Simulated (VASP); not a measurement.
Crystal: BaS.

```xyz
2
Lattice="0.0000 3.5194 3.5194 3.5194 0.0000 3.5194 3.5194 3.5194 0.0000" Properties=species:S:1:pos:R:3 pbc="T T T"
Ba    0.0000    0.0000    0.0000
S     1.7597    1.7597    1.7597
```

Base run:

* Program: VASP 6.6.1
* Functional: r2SCAN
* Potentials or basis: VASP PAW PBE potentials, release 64 (Ba_sv, S)
* Cutoff: 520 eV
* k mesh: 6 × 6 × 6
* Occupations: gaussian, width 0.01 eV
* Spin: no spin polarisation

Its results: band gap on the k mesh 3.08 eV, indirect (least direct gap 3.68 eV); pressure 0.4 GPa.

Question: The run is repeated on the same cell with these changes: functional from r2SCAN to PBE. What comes out?

Answer: Band gap on the k mesh 2.76 eV, indirect (least direct gap 3.42 eV); pressure 0.4 GPa.

r2SCAN gives the wider gap, since meta-GGAs in the generalised Kohn-Sham scheme recover part of the derivative discontinuity.

Caveats: spin-orbit coupling is left out, which moves the levels of the heavy elements; the PAW data sets were made with another functional, which shifts forces and pressure a little (some runs).

A k mesh can miss the band edges.
